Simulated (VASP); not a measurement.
# Si31C33 (a cell with a defect) in VASP: single point with PBEsol

Aim: the single point of Si31C33 (a cell with a defect) with PBEsol.

Everything below comes from runs of VASP 6.6.1. Logs are shortened: lines on timing, memory, paths and dates and some standing lists are left out, and cuts for length are marked.

## (1) The cell of the first run

The cell holds a defect, 64 atoms: a = 8.714 Å, b = 8.714 Å, c = 8.714 Å, α = 90.00°, β = 90.00°, γ = 90.00°.

## (2) Single point, PBEsol, collinear spin

INCAR reads:

```
SYSTEM = Si31C33
PREC     = Accurate       ! precision mode
ENCUT    = 520            ! plane-wave cutoff, eV
EDIFF    = 1E-7           ! SCF threshold, eV
ISMEAR   = -1             ! smearing method
SIGMA    = 0.05           ! smearing width, eV
LREAL    = Auto         
LASPH    = .TRUE.         ! aspherical terms in the spheres
NELM     = 150            ! most SCF steps
ALGO     = Normal         ! electronic algorithm
ISIF     = 2              ! what is computed and relaxed
LWAVE    = .FALSE.        ! write WAVECAR
LCHARG   = .FALSE.        ! write CHGCAR
ISPIN    = 2              ! spin polarisation
MAGMOM   = 0 0 0 0 0 0 0 0 0 0 0 0 0 0 0 0 0 0 0 0 0 0 0 0 0 0 0 0 0 0 0 0.2 0 0 0 0 0 0 0 0.2 0 0.2 0 0 0 0 0 0 0 0 0.2 0 0 0 0 0 0 0 0 0 0.2 0 0 0 ! initial moments
LORBIT   = 11             ! projections on sites
GGA      = PS             ! functional
NELECT   = 257.0        
ISYM     = 0            
NBANDS   = 170            ! bands
```

KPOINTS reads:

```
Automatic mesh
0
Gamma
  1 1 1
  0.25 0.25 0.25
```

POSCAR reads:

```
Si31C33
1.0
    8.7137060000      0.0000000000      0.0000000000
    0.0000000000      8.7137060000      0.0000000000
    0.0000000000      0.0000000000      8.7137060000
Si C
31 33
Direct
    0.9992230000      0.9997400000      0.9995520000
    0.9990890000      0.9995870000      0.4995260000
    0.9990830000      0.4997500000      0.9994030000
    0.9992200000      0.4998100000      0.4995850000
    0.4992120000      0.9995870000      0.9994080000
    0.4993060000      0.9997490000      0.4996200000
    0.4992870000      0.4998390000      0.9995450000
    0.2505750000      0.2511030000      0.9989470000
    0.2540150000      0.2545680000      0.4983880000
    0.2506530000      0.7504930000      0.9997300000
    0.2545290000      0.7466170000      0.5007900000
    0.7499220000      0.2511890000      0.9997260000
    0.7460530000      0.2550970000      0.5007750000
    0.7498060000      0.7503500000      0.9991250000
    0.7460890000      0.7466730000      0.4979890000
    0.2505550000      0.9991640000      0.2508320000
    0.2506740000      0.9999700000      0.7502350000
    0.2540200000      0.4986080000      0.2543340000
    0.2545400000      0.5009950000      0.7463550000
    0.7499440000      0.9999750000      0.2509490000
    0.7498370000      0.9993330000      0.7501040000
    0.7460550000      0.5009640000      0.2548440000
    0.7461430000      0.4982010000      0.7464450000
    0.9986080000      0.2510900000      0.2508490000
    0.9994470000      0.2512240000      0.7502370000
    0.9994320000      0.7504900000      0.2509800000
    0.9988090000      0.7503690000      0.7501050000
    0.4980480000      0.2545750000      0.2543410000
    0.5004550000      0.2550920000      0.7463510000
    0.5004440000      0.7466020000      0.2548440000
    0.4977060000      0.7466990000      0.7464350000
    0.4993750000      0.4999290000      0.4997420000
    0.1250540000      0.1255660000      0.1253460000
    0.1271950000      0.1277230000      0.6250600000
    0.1271730000      0.6252850000      0.1274740000
    0.1248910000      0.6255350000      0.6253060000
    0.6247550000      0.1277160000      0.1274880000
    0.6250000000      0.1254240000      0.6253030000
    0.6249890000      0.6255210000      0.1252090000
    0.6104240000      0.6109560000      0.6107300000
    0.3749120000      0.3754540000      0.1251720000
    0.3896880000      0.3902090000      0.6107690000
    0.3754790000      0.8733100000      0.1274160000
    0.3750140000      0.8757450000      0.6253410000
    0.8727490000      0.3759910000      0.1274100000
    0.8752100000      0.3755360000      0.6253260000
    0.8748800000      0.8754200000      0.1253820000
    0.8728350000      0.8733840000      0.6248330000
    0.3749150000      0.1253740000      0.3752190000
    0.3754850000      0.1276660000      0.8730810000
    0.3896360000      0.6110550000      0.3899550000
    0.3750220000      0.6255530000      0.8755120000
    0.8727560000      0.1276590000      0.3757810000
    0.8749020000      0.1256010000      0.8751850000
    0.8751960000      0.6255340000      0.3753050000
    0.8728530000      0.6250850000      0.8731570000
    0.1248450000      0.3754330000      0.3752110000
    0.1271250000      0.3760180000      0.8730670000
    0.1271050000      0.8732970000      0.3757930000
    0.1250650000      0.8754080000      0.8751780000
    0.6104520000      0.3902370000      0.3900230000
    0.6250070000      0.3755380000      0.8754970000
    0.6250080000      0.8757260000      0.3752960000
    0.6245570000      0.8733750000      0.8731550000
```

Potentials or basis: VASP PAW PBE potentials, release 64 (Si, C).

Command:

```bash
$ cat potpaw_PBE.64/Si/POTCAR potpaw_PBE.64/C/POTCAR > POTCAR
$ mpirun -np 1 vasp_std > vasp.out
```

OUTCAR:

```text
SYSTEM = Si31C33
   PREC = Accurate
   ENCUT = 520
   EDIFF = 1E-7
   ISMEAR = -1
   LREAL = Auto
   LASPH = .TRUE.
   NELM = 150
   ISIF = 2
   ISPIN = 2
   LORBIT = 11
   GGA = PS
   NELECT = 257.0
   ISYM = 0

 ion  position               nearest neighbor table
   1  0.999  1.000  1.000-  47 1.88  60 1.88  54 1.88  33 1.90  14 3.07  27 3.07  21 3.07  20 3.08
                            10 3.08  26 3.08  12 3.09  17 3.09  25 3.09  16 3.10  24 3.10   8 3.10
   2  0.999  1.000  0.500-  48 1.90  59 1.90  53 1.90  34 1.92  26 3.07  20 3.07  27 3.08  21 3.08
                            16 3.08  24 3.08  17 3.09  25 3.10  15 3.12  11 3.13  13 3.13   9 3.14
   3  0.999  0.500  0.999-  56 1.90  45 1.90  58 1.90  35 1.92  25 3.07  12 3.07  14 3.08  27 3.08
                            24 3.08   8 3.08  10 3.10  26 3.10  23 3.12  22 3.13  19 3.13  18 3.14
   4  0.999  0.500  0.500-  46 1.88  55 1.88  57 1.88  36 1.90  24 3.07  13 3.07  22 3.07  25 3.08
                            26 3.08  23 3.08  15 3.08   9 3.08  18 3.08  27 3.09  19 3.09  11 3.09
   5  0.499  1.000  0.999-  64 1.90  43 1.90  50 1.90  37 1.92  10 3.07  17 3.07  14 3.08  21 3.08
                            16 3.08   8 3.08  20 3.09  12 3.10  31 3.12  30 3.13  29 3.13  28 3.14
   6  0.499  1.000  0.500-  44 1.88  63 1.88  49 1.88  38 1.90  16 3.07  11 3.07  30 3.07  17 3.08
                            20 3.08  15 3.08  31 3.08  28 3.08   9 3.08  21 3.09  29 3.09  13 3.09
   7  0.499  0.500  1.000-  52 1.88  62 1.88  41 1.88  39 1.90   8 3.07  19 3.07  29 3.07  12 3.08
                            10 3.08  23 3.08  31 3.08  18 3.08  28 3.08  14 3.09  30 3.09  22 3.09
   8  0.251  0.251  0.999-  50 1.88  58 1.88  41 1.89  33 1.90   7 3.07  25 3.08  17 3.08   3 3.08
                             5 3.08  29 3.10  19 3.10   1 3.10  28 3.10  18 3.10  16 3.10  24 3.10
   9  0.254  0.255  0.498-  57 1.88  49 1.88  34 1.91  42 1.94  28 3.01  18 3.01  19 3.05  29 3.05
[... 76 lines left out ...]
  63  0.625  0.876  0.375-  15 1.88  20 1.88   6 1.88  30 1.88
  64  0.625  0.873  0.873-  14 1.88  21 1.88   5 1.90  31 1.91

IMPORTANT INFORMATION: All symmetrisations will be switched off!
NOSYMM: (Re-)initialisation of all symmetry stuff for point group C_1.

----------------------------------------------------------------------------------------

                                     Primitive cell

  volume of cell :     661.6201

  direct lattice vectors                    reciprocal lattice vectors
     8.713706000  0.000000000  0.000000000     0.114761733  0.000000000  0.000000000
     0.000000000  8.713706000  0.000000000     0.000000000  0.114761733  0.000000000
     0.000000000  0.000000000  8.713706000     0.000000000  0.000000000  0.114761733

  length of vectors
     8.713706000  8.713706000  8.713706000     0.114761733  0.114761733  0.114761733

  position of ions in fractional coordinates (direct lattice)
     0.999223000  0.999740000  0.999552000
     0.999089000  0.999587000  0.499526000
     0.999083000  0.499750000  0.999403000
     0.999220000  0.499810000  0.499585000
     0.499212000  0.999587000  0.999408000
     0.499306000  0.999749000  0.499620000
[... 56 lines left out ...]
     0.625008000  0.875726000  0.375296000
     0.624557000  0.873375000  0.873155000
[... 174 lines left out ...]

 k-point     1 :       0.2500    0.2500    0.2500
  band No.  band energies     occupation
      1      -7.3935      1.00000
      2      -6.7677      1.00000
      3      -6.3643      1.00000
      4      -6.3642      1.00000
      5      -5.9000      1.00000
      6      -5.5983      1.00000
[... 561 lines left out ...]
    139      12.1429      0.00000
    140      12.1603      0.00000
 Fermi energy:         9.9779382192

 spin component 2

 k-point     1 :       0.2500    0.2500    0.2500
  band No.  band energies     occupation
      1      -7.3934      1.00000
      2      -6.7677      1.00000
      3      -6.3643      1.00000
      4      -6.3642      1.00000
      5      -5.9000      1.00000
      6      -5.5983      1.00000
[... 561 lines left out ...]
    139      12.1430      0.00000
    140      12.1604      0.00000
 [bands above 140 left out]

------------------------ aborting loop because EDIFF is reached ----------------------------------------

  FORCE on cell =-STRESS in cart. coord.  units (eV):
  Direction    XX          YY          ZZ          XY          YZ          ZX
  --------------------------------------------------------------------------------------
  -------------------------------------------------------------------------------------
  Total       -1.0635078     -1.0510020     -1.0551323     -0.6324028     -0.6315637     -0.6351188
  in kB       -2.5753874     -2.5451032     -2.5551051     -1.5314247     -1.5293928     -1.5380017
  external PRESSURE =      -2.5585319 kB  Pullay stress =       0.0000000 kB

 VOLUME and BASIS-vectors are now :
 -----------------------------------------------------------------------------
  energy-cutoff  :      520.00
  volume of cell :      661.62
      direct lattice vectors                 reciprocal lattice vectors
     8.713706000  0.000000000  0.000000000     0.114761733  0.000000000  0.000000000
     0.000000000  8.713706000  0.000000000     0.000000000  0.114761733  0.000000000
     0.000000000  0.000000000  8.713706000     0.000000000  0.000000000  0.114761733

 POSITION                                       TOTAL-FORCE (eV/Angst)
 -----------------------------------------------------------------------------------
      8.70694      8.71144      8.70980         0.131850      0.131078      0.124244
      8.70577      8.71011      4.35272         0.141250      0.149174      0.139515
      8.70572      4.35467      8.70850         0.142310      0.139908      0.139551
      8.70691      4.35520      4.35324         0.150129      0.121386      0.120835
      4.34999      8.71011      8.70855         0.144060      0.147878      0.138542
      4.35081      8.71152      4.35354         0.118520      0.149087      0.113914
[... 56 lines left out ...]
      5.44614      7.63082      3.27022        -0.044628     -0.050606     -0.052635
      5.44221      7.61033      7.60842        -0.048657     -0.059134     -0.062962
 -----------------------------------------------------------------------------------
    total drift:                                0.015438      0.021910      0.029212

  FREE ENERGIE OF THE ION-ELECTRON SYSTEM (eV)
  ---------------------------------------------------
  free  energy   TOTEN  =      -499.6882977042 eV

  energy  without entropy=     -499.5724795424  energy(sigma->0) =     -499.63038862

 total charge

# of ion       s       p       d       tot
------------------------------------------
    1        0.709   0.975   0.000   1.684
    2        0.707   0.952   0.000   1.659
    3        0.707   0.952   0.000   1.659
    4        0.709   0.976   0.000   1.685
    5        0.707   0.952   0.000   1.659
    6        0.709   0.976   0.000   1.685
[... 56 lines left out ...]
   63        0.836   1.709   0.000   2.545
   64        0.833   1.688   0.000   2.521
--------------------------------------------------
tot         49.418  85.455   0.000 134.873

 magnetization (x)

# of ion       s       p       d       tot
------------------------------------------
    1        0.000   0.000   0.000   0.000
    2        0.000   0.000   0.000   0.000
    3        0.000   0.000   0.000   0.000
    4        0.000   0.000   0.000   0.000
    5        0.000   0.000   0.000   0.000
    6        0.000   0.000   0.000   0.000
[... 56 lines left out ...]
   63        0.000  -0.000   0.000  -0.000
   64        0.000  -0.000   0.000  -0.000
--------------------------------------------------
tot          0.000   0.000   0.000   0.000
```

Wall time 54 min (1 thread of Oxide Virtual Turin-like, shared host); peak memory 1.2 GiB.

What came out:

```yaml
Free_energy: -499.6883 eV
Largest_force: 0.249 eV/Å
Net_moment: 0.00 μB per cell
Valence_electrons_inside_the_program's_atomic_spheres: Si 1.68, 1.66, 1.69 (each value once); C 2.25, 2.52, 2.51, 2.53, 2.43, 2.54, 2.44 (each value once)
```

Forces on the atoms (eV/Å):
```
Si   0.132  0.131  0.124
Si   0.141  0.149  0.140
Si   0.142  0.140  0.140
Si   0.150  0.121  0.121
Si   0.144  0.148  0.139
Si   0.119  0.149  0.114
Si   0.122  0.115  0.146
Si  -0.049 -0.045  0.167
Si   0.004 -0.002  0.097
Si  -0.057 -0.057  0.156
Si  -0.080 -0.038  0.151
Si  -0.053 -0.059  0.154
Si  -0.036 -0.083  0.151
Si  -0.041 -0.044  0.149
Si  -0.025 -0.037  0.164
Si  -0.046  0.168 -0.038
Si  -0.061  0.157 -0.049
Si  -0.001  0.101 -0.001
Si  -0.079  0.154 -0.034
Si  -0.055  0.154 -0.054
Si  -0.045  0.152 -0.039
Si  -0.037  0.157 -0.079
Si  -0.034  0.171 -0.035
Si   0.171 -0.046 -0.045
Si   0.155 -0.063 -0.051
Si   0.154 -0.058 -0.060
Si   0.147 -0.046 -0.041
Si   0.107 -0.001  0.002
Si   0.155 -0.084 -0.035
Si   0.154 -0.036 -0.083
Si   0.166 -0.040 -0.031
C    0.113  0.110  0.104
C   -0.040 -0.036 -0.037
C   -0.063 -0.063 -0.033
C   -0.061 -0.033 -0.059
C   -0.026 -0.039 -0.039
C   -0.035 -0.060 -0.059
C   -0.040 -0.022 -0.038
C   -0.039 -0.037 -0.023
C    0.009  0.010  0.013
C   -0.041 -0.037 -0.066
C   -0.077 -0.069 -0.109
C   -0.051 -0.054 -0.030
C   -0.052 -0.052 -0.048
C   -0.050 -0.047 -0.030
C   -0.052 -0.049 -0.045
C   -0.050 -0.049 -0.045
C   -0.061 -0.064 -0.049
C   -0.042 -0.063 -0.037
C   -0.050 -0.034 -0.053
C   -0.064 -0.121 -0.059
C   -0.055 -0.041 -0.055
C   -0.051 -0.031 -0.049
C   -0.052 -0.043 -0.049
C   -0.054 -0.042 -0.050
C   -0.062 -0.054 -0.062
C   -0.066 -0.035 -0.038
C   -0.030 -0.050 -0.046
C   -0.026 -0.045 -0.053
C   -0.045 -0.045 -0.049
C   -0.107 -0.076 -0.079
C   -0.046 -0.050 -0.052
C   -0.045 -0.051 -0.053
C   -0.049 -0.059 -0.063
```

Caveat: the k points lie up to 0.36 Å⁻¹ apart; the cell carries a net charge on a neutralising background, which shifts energy and pressure; the cell is charged against a uniform background, so pressure and absolute levels hang on convention; the PAW data sets were made with another functional, which shifts forces and pressure a little.
